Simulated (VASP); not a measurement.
Crystal: HfBr.

```
Hf Br
1.0
     3.18968    0.00000    0.00000
    -1.59484    2.76235    0.00000
     0.00000    0.00000    6.77495
Hf Br
1 1
Direct
  0.00000 0.00000 0.50000
  0.00000 0.00000 0.00000
```

| Quantity | Value |
| --- | --- |
| Program | VASP 6.6.1 |
| Task | relaxation of cell and atoms |
| Functional | PBE |
| Potentials or basis | VASP PAW PBE potentials, release 64 (Hf_pv, Br) |
| Cutoff | 600 eV |
| k mesh | 6 × 6 × 4 |
| Occupations | gaussian, width 0.1 eV |
| Spin | no spin polarisation |

At the start: pressure -6.5 GPa; volume 29.85 Å³/atom.

Problem. How do energy, volume and symmetry change on relaxing?

Solution. Over 16 steps the energy falls by 889.4 meV/atom and the volume is 25.29 Å³/atom (-15.3 %); space group P6/mmm (No. 191, to 0.05 Å).

The path:
| step | energy change (eV) | largest force (eV/Å) | pressure (GPa) | volume (Å³) |
| --- | --- | --- | --- | --- |
| 1 | 0.0000 | 0.0000 | -6.48 | 59.69 |
| 2 | -0.7543 | 0.0000 | -0.95 | 49.66 |
| 3 | 28.0477 | 0.0000 | 445.96 | 24.06 |
| 4 | -0.8167 | 0.0000 | -0.09 | 48.87 |
| 5 | -0.0372 | 0.0000 | 51.84 | 35.69 |
| 6 | -1.0085 | 0.0000 | 3.38 | 46.31 |
| 7 | -1.1441 | 0.0000 | 17.48 | 40.87 |
| 8 | -1.1639 | 0.0000 | 9.78 | 43.15 |
| 9 | -1.3506 | 0.0000 | 15.58 | 41.91 |
| 10 | -1.3521 | 0.0000 | 16.42 | 41.76 |
| 11 | -1.5411 | 0.0000 | 11.85 | 43.62 |
| 12 | -1.7427 | 0.0000 | 4.38 | 48.04 |
| 13 | -1.7537 | 0.0000 | 2.96 | 49.24 |
| 14 | -1.7542 | 0.0000 | 2.63 | 49.55 |
| 15 | -1.7773 | 0.0000 | 0.62 | 50.31 |
| 16 | -1.7787 | 0.0000 | -0.01 | 50.58 |

Final structure:
```
CELL_PARAMETERS angstrom
3.37386 0.00000 0.00000
-1.68693 2.92185 0.00000
0.00000 0.00000 5.13083
ATOMIC_POSITIONS crystal
Hf 0.00000 0.00000 0.50000
Br 0.00000 0.00000 0.00000
```

Caveat: the k points lie up to 0.36 Å⁻¹ apart in the final cell; the volume moved by over 15 % at a fixed basis, so the end points are rough; an odd number of electrons without spin polarisation forces a metal; a magnetic or distorted state may lie lower.
